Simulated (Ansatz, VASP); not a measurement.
## Ti in VASP and in Ansatz

The input INCAR:

```
SYSTEM = Ti
ALGO = Fast
EDIFF = 1E-7
ENCUT = 520
GGA = PE
ISIF = 2
ISMEAR = 0
LASPH = .True.
LCHARG = .True.
LELF = .True.
LREAL = .False.
LVHAR = .True.
LWAVE = .False.
NBANDS = 12
NELM = 100
PREC = Accurate
SIGMA = 0.15
```

The input KPOINTS:

```
k-points
0
Gamma
  28 28 28
  0 0 0
```

File POSCAR:

```
Ti
1.0
   -1.8271826809      1.8271826809      1.2918181554
    1.8271826809     -1.8271826809      1.2918181554
    1.8271826809      1.8271826809     -1.2918181554
Ti
1
Direct
    0.0000000000      0.0000000000      0.0000000000
```

Input for Ansatz:

```yaml
crystal:
  lattice:
    - [-1.8271826809, 1.8271826809, 1.2918181554]
    - [1.8271826809, -1.8271826809, 1.2918181554]
    - [1.8271826809, 1.8271826809, -1.2918181554]
  atoms:
    - { symbol: Ti, position: [0.0, 0.0, 0.0] }
basis:
  ecutwfc: 420
kpoints:
  mp_grid: { grid: [28, 28, 28] }
hamiltonian:
  xc: pbe
scf:
  occupations: { method: gaussian, width: 0.15 }
output:
  forces: true
  stress: true
  eigenvalues: true
```

Alike in both runs: task single point; functional PBE; k mesh 28 × 28 × 28; occupations gaussian, width 0.15 eV; no spin polarisation.

|  | VASP | Ansatz |
| --- | --- | --- |
| version | VASP 6.6.1 | Ansatz 0.2.0 |
| potentials or method | VASP PAW PBE potentials, release 64 (Ti_sv), cutoff 520 eV | scalar-relativistic, plane waves, PAW |
| valence electrons in the cell | 12 | 12 |

VASP gave:

```
gap on the k mesh at the Fermi level (eV)                     : none
pressure (GPa)                                                : 0.3
traceless stress, the component that is largest in VASP (GPa) : 11.72
```

What did Ansatz give for the same quantities?

gap on the k mesh at the Fermi level (eV): none; pressure (GPa): 0.5; traceless stress, the component that is largest in VASP (GPa): 11.74.

A gap of «none» marks a metal or a gap that the smearing closes.
